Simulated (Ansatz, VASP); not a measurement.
One calculation of KF, two programs

```
K F
1.0
     2.45959    0.00000    0.00000
     0.00000    2.45959    0.00000
     0.00000    0.00000    2.45959
K F
1 1
Cartesian
  0.0000 0.0000 0.0000
  1.2298 1.2298 1.2298
```

Alike in both runs: task single point; functional PBE; k mesh 14 × 14 × 14; occupations fermi-dirac, width 0.05 eV; no spin polarisation.

```csv
,VASP,Ansatz
version,VASP 6.6.1,Ansatz 0.2.0
potentials or method,"VASP PAW PBE potentials, release 64 (K_sv, F)","PAW with other files of Ansatz's library (core large), scalar-relativistic"
plane-wave cutoff (eV),520,420
valence electrons in the cell,16,16
```

|  | VASP | Ansatz | Ansatz less VASP |
| --- | --- | --- | --- |
| gap on the k mesh at the Fermi level (eV) | 6.86 | 6.90 | +0.032 |

With one functional, cell and mesh, what is left measures potentials, basis and numerics. Ansatz's warnings: datasets by core.
